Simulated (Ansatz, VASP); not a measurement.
Ba in VASP and in Ansatz

```
Ba
1.0
     2.20432   -3.99886    0.00000
     2.20432    3.99886    0.00000
     0.00000    0.00000    7.43051
Ba
2
Direct
  0.65230 0.33895 0.24889
  0.33612 0.65615 0.74891
```

Alike in both runs: functional PBE; k mesh 6 × 6 × 3; occupations fermi-dirac, width 0.05 eV; no spin polarisation.

Ansatz relaxed the structure, and its values are those at the end. VASP's run is a single point on that final structure, the one shown.

|  | VASP | Ansatz |
| --- | --- | --- |
| version | VASP 6.6.1 | Ansatz 0.2.0 |
| potentials or method | VASP PAW PBE potentials, release 64 (Ba_sv), cutoff 520 eV | all-electron LAPW, scalar-relativistic |

```tsv
	VASP	Ansatz	Ansatz less VASP
pressure (GPa)	-0.3	-0.3	-0.04
```

Ansatz ran all-electron here, and VASP with PAW potentials.

Neither program's run includes spin-orbit coupling.
